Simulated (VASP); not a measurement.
A run of VASP 6.6.1 is set up as follows.

The input INCAR:

```
SYSTEM = Sb
PREC = Accurate
ENCUT = 520
EDIFF = 1E-7
ISMEAR = -1
SIGMA = 0.1
LREAL = .False.
LASPH = .True.
NELM = 80
ALGO = Normal
ISIF = 2
LWAVE = .False.
LCHARG = .True.
GGA = B5
ALDAX = 1.0
AGGAX = 1.0
AGGAC = 1.0
ALDAC = 0.0
LELF = .True.
LVHAR = .True.
NBANDS = 8
```

The input KPOINTS:

```
Automatic mesh
0
Gamma
  13 13 13
  0 0 0
```

The input POSCAR:

```
Sb
1.0
   -2.0070599150      2.0070599150      2.0070599150
    2.0070599150     -2.0070599150      2.0070599150
    2.0070599150      2.0070599150     -2.0070599150
Sb
1
Direct
    0.0000000000      0.0000000000      0.0000000000
```

Potentials or basis: VASP PAW PBE potentials, release 64 (Sb).

Launch:

```console
$ cat potpaw_PBE.64/Sb/POTCAR > POTCAR
$ mpirun -np 1 vasp_std > vasp.out
```

(1) What does it give for the pressure?

Results:

(1) -2.6 GPa.

Caveat: the PAW data sets were made with another functional, which shifts forces and pressure a little.
